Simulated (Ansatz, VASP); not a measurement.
This is a calculation of Al2O3 for Ansatz 0.2.0.

Contents of input.yaml:

```yaml
crystal:
  lattice:
    - [2.4115726709, 1.3923221307, 4.3888714495]
    - [-2.4115726709, 1.3923221307, 4.3888714495]
    - [0.0, -2.7846442615, 4.3888714495]
  atoms:
    - { symbol: Al, position: [0.85216, 0.85216, 0.85216] }
    - { symbol: Al, position: [0.64784, 0.64784, 0.64784] }
    - { symbol: Al, position: [0.14784, 0.14784, 0.14784] }
    - { symbol: Al, position: [0.35216, 0.35216, 0.35216] }
    - { symbol: O, position: [0.05668, 0.75, 0.44332] }
    - { symbol: O, position: [0.75, 0.44332, 0.05668] }
    - { symbol: O, position: [0.44332, 0.05668, 0.75] }
    - { symbol: O, position: [0.94332, 0.25, 0.55668] }
    - { symbol: O, position: [0.25, 0.55668, 0.94332] }
    - { symbol: O, position: [0.55668, 0.94332, 0.25] }
hamiltonian:
  xc: blyp
  pseudopotentials: { kind: paw }
  dispersion: d3bj
kpoints:
  mp_grid: { grid: [7, 7, 7] }
scf:
  occupations: { method: fermi_dirac, width: 0.05 }
output:
  forces: true
  stress: true
  eigenvalues: true
```

Potentials or basis: Ansatz PAW.

Run with:

```bash
$ ansatz run input.yaml --threads 2 --pin off --max-ram 5120MiB --backend cpu --events-out ev --progress --plain --runs-dir out
```

Problem. Translate it to VASP 6.6.1. Potentials there: VASP PAW PBE potentials, release 64 (Al, O).

Solution. As run (the cutoff follows the program's own potentials):

INCAR

```
  PREC = Accurate
  ENCUT = 520
  EDIFF = 1E-6
  ISMEAR = -1
  SIGMA = 0.05
  LREAL = F
  LASPH = T
  NELM = 100
  ALGO = Normal
  ISIF = 2
  LWAVE = F
  LCHARG = F
  GGA = B5
  ALDAX = 1.0
  AGGAX = 1.0
  AGGAC = 1.0
  ALDAC = 0.0
  IVDW = 12
  VDW_S6 = 1.0
  VDW_S8 = 2.6996
  VDW_A1 = 0.4298
  VDW_A2 = 4.2359
  NBANDS = 35
```

File KPOINTS:

```
regular mesh
0
Gamma
  7 7 7
```

Contents of POSCAR:

```
Al2O3
1.0
    2.4115726709      1.3923221307      4.3888714495
   -2.4115726709      1.3923221307      4.3888714495
    0.0000000000     -2.7846442615      4.3888714495
Al O
4 6
Direct
    0.8521600000      0.8521600000      0.8521600000
    0.6478400000      0.6478400000      0.6478400000
    0.1478400000      0.1478400000      0.1478400000
    0.3521600000      0.3521600000      0.3521600000
    0.0566800000      0.7500000000      0.4433200000
    0.7500000000      0.4433200000      0.0566800000
    0.4433200000      0.0566800000      0.7500000000
    0.9433200000      0.2500000000      0.5566800000
    0.2500000000      0.5566800000      0.9433200000
    0.5566800000      0.9433200000      0.2500000000
```

Potentials or basis: VASP PAW PBE potentials, release 64 (Al, O).

Command:

```sh
$ cat potpaw_PBE.64/Al/POTCAR potpaw_PBE.64/O/POTCAR > POTCAR
$ mpirun -np 1 vasp_std > vasp.out
```

Both were run:

|  | VASP | Ansatz | Ansatz less VASP |
| --- | --- | --- | --- |
| gap on the k mesh at the Fermi level (eV) | 5.98 | 5.98 | -0.001 |
| least direct gap on the mesh (eV) | 5.98 | 5.98 | -0.001 |
| pressure (GPa) | -7.0 | -7.5 | -0.43 |
| traceless stress, the component that is largest in VASP (GPa) | 0.24 | 0.36 | +0.120 |
| rms of the force components (eV/Å) | 0.021 | 0.024 | +0.0037 |

VASP's potentials were made for PBE, not for BLYP. Atom by atom the forces differ by 0.008 eV/Å (rms over components).

Noted on Ansatz's run: odd divisions of the mesh miss points on the zone boundary, where band edges often lie, so the gap on the mesh can be too wide.
